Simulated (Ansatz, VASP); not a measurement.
# Fe in VASP and in Ansatz

File INCAR:

```
PREC     = Accurate       # precision mode
ENCUT    = 520            # plane-wave cutoff, eV
EDIFF    = 1E-6           # SCF threshold, eV
ISMEAR   = 0              # smearing method
SIGMA    = 0.15           # smearing width, eV
LREAL    = False          # projectors in reciprocal space
LASPH    = True           # aspherical terms in the spheres
NELM     = 60             # most SCF steps
ALGO     = Normal         # electronic algorithm
ISIF     = 2              # what is computed and relaxed
LWAVE    = False          # write WAVECAR
LCHARG   = False          # write CHGCAR
GGA      = PS             # functional
NBANDS   = 15             # bands
```

File KPOINTS:

```
Automatic mesh
0
Gamma
  24 24 12
```

POSCAR

```
Fe
1.0
    2.4341575853      0.0000000000      0.0000000000
   -1.2170787927      2.1080423057      0.0000000000
    0.0000000000      0.0000000000      3.9956118488
Fe
2
Direct
    0.3333333333      0.6666666667      0.2500000000
    0.6666666667      0.3333333333      0.7500000000
```

Input for Ansatz:

```yaml
crystal:
  lattice:
    - [2.4341575853, 0.0, 0.0]
    - [-1.2170787927, 2.1080423057, 0.0]
    - [0.0, 0.0, 3.9956118488]
  atoms:
    - { symbol: Fe, position: [0.3333333333, 0.6666666667, 0.25] }
    - { symbol: Fe, position: [0.6666666667, 0.3333333333, 0.75] }
basis:
  ecutwfc: 420
kpoints:
  mp_grid: { grid: [24, 24, 12] }
hamiltonian:
  xc: pbesol
scf:
  occupations: { method: gaussian, width: 0.15 }
output:
  forces: true
  stress: true
  eigenvalues: true
```

Change from the starting cell: strain +0.0400 x Voigt [0, 0, 1, 0, 0, 0], atoms carried along.

Alike in both runs: task single point; functional PBEsol; k mesh 24 × 24 × 12; occupations gaussian, width 0.15 eV; no spin polarisation.

```csv
,VASP,Ansatz
version,VASP 6.6.1,Ansatz 0.2.0
potentials or method,"VASP PAW PBE potentials, release 64 (Fe), cutoff 520 eV","scalar-relativistic, plane waves, PAW"
valence electrons in the cell,16,32
```

```csv
,VASP,Ansatz,Ansatz less VASP
gap on the k mesh at the Fermi level (eV),none,none,-
pressure (GPa),-12.9,-12.6,+0.30
"traceless stress, the component that is largest in VASP (GPa)",-10.98,-11.21,-0.227
```

VASP's potentials were made for PBE, not for PBEsol. A gap of «none» marks a metal or a gap that the smearing closes. VASP's potentials hold 16 valence electrons a cell and Ansatz's 32, so a difference there can come from the potentials and not from the codes.
